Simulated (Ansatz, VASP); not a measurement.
# One calculation of Pd, two programs

File POSCAR:

```
Pd
1.0
    2.7836650458      0.0000000000      0.0000000000
   -1.3918325229      2.4107246453      0.0000000000
    0.0000000000      0.0000000000      4.6288930000
Pd
2
Direct
    0.3333333333      0.6666666667      0.2500000000
    0.6666666667      0.3333333333      0.7500000000
```

INCAR.step1

```
PREC     = Accurate       # precision mode
ENCUT    = 520            # plane-wave cutoff, eV
EDIFF    = 1E-5           # SCF threshold, eV
ISMEAR   = -1             # smearing method
SIGMA    = 0.05           # smearing width, eV
LREAL    = F              # projectors in reciprocal space
LASPH    = T              # aspherical terms in the spheres
NELM     = 80             # most SCF steps
ALGO     = Normal         # electronic algorithm
ISIF     = 2              # what is computed and relaxed
LWAVE    = T              # write WAVECAR
NBANDS   = 17             # bands
GGA      = PE             # functional
```

The input INCAR.step2:

```
PREC     = Accurate       # precision mode
ENCUT    = 520            # plane-wave cutoff, eV
EDIFF    = 1E-6           # SCF threshold, eV
ISMEAR   = -1             # smearing method
SIGMA    = 0.05           # smearing width, eV
LREAL    = F              # projectors in reciprocal space
LASPH    = T              # aspherical terms in the spheres
NELM     = 80             # most SCF steps
ALGO     = Normal         # electronic algorithm
ISIF     = 2              # what is computed and relaxed
LWAVE    = F              # write WAVECAR
LCHARG   = T              # write CHGCAR
GGA      = PE             # functional
LHFCALC  = T              # exact exchange
HFSCREEN = 0.2079         # screening, 1/A
PRECFOCK = Normal       
LELF     = T              # ELF
LVHAR    = T            
NBANDS   = 17             # bands
ISTART   = 1
```

KPOINTS

```
Automatic mesh
0
Gamma
  6 6 3
```

File input:

```
crystal:
  lattice:
    - [2.7836650458, 0.0, 0.0]
    - [-1.3918325229, 2.4107246453, 0.0]
    - [0.0, 0.0, 4.628893]
  atoms:
    - { symbol: Pd, position: [0.3333333333, 0.6666666667, 0.25] }
    - { symbol: Pd, position: [0.6666666667, 0.3333333333, 0.75] }
hamiltonian:
  xc: hse06
  pseudopotentials: { kind: paw }
kpoints:
  mp_grid: { grid: [6, 6, 3] }
  band_path:
    path:
      - [[0.0, 0.0, 0.0], [0.5, 0.0, 0.0], [0.3333333333, 0.3333333333, 0.0], [0.0, 0.0, 0.0], [0.0, 0.0, 0.5], [0.5, 0.0, 0.5], [0.3333333333, 0.3333333333, 0.5], [0.0, 0.0, 0.5]]
      - [[0.5, 0.0, 0.5], [0.5, 0.0, 0.0]]
      - [[0.3333333333, 0.3333333333, 0.0], [0.3333333333, 0.3333333333, 0.5]]
    npoints: 4
scf:
  occupations: { method: fermi_dirac, width: 0.05 }
  n_extra_bands: 6
output:
  forces: true
  stress: true
  eigenvalues: true
  fatbands: false
```

Alike in both runs: functional HSE06; k mesh 6 × 6 × 3; occupations fermi-dirac, width 0.05 eV; no spin polarisation.

|  | VASP | Ansatz |
| --- | --- | --- |
| version | VASP 6.6.1 | Ansatz 0.2.0 |
| potentials or method | VASP PAW PBE potentials, release 64 (Pd) | Ansatz PAW |
| plane-wave cutoff (eV) | 520 | 420 |
| valence electrons in the cell | 20 | 36 |
| task | single point | band structure |

VASP gave:

| Quantity | Value |
| --- | --- |
| gap on the k mesh at the Fermi level (eV) | none |
| pressure (GPa) | -7.0 |
| traceless stress, the component that is largest in VASP (GPa) | 3.42 |

Q: What did Ansatz give for the same quantities?

A: gap on the k mesh at the Fermi level (eV): none; pressure (GPa): -7.5; traceless stress, the component that is largest in VASP (GPa): 3.61.

A gap of «none» marks a metal or a gap that the smearing closes. The functional is the same, so the differences come from potentials, cutoffs and numerics. VASP's potentials hold 20 valence electrons a cell and Ansatz's 36, so a difference there can come from the potentials and not from the codes.

The k mesh is coarse, so the values compare programs but aren't converged.
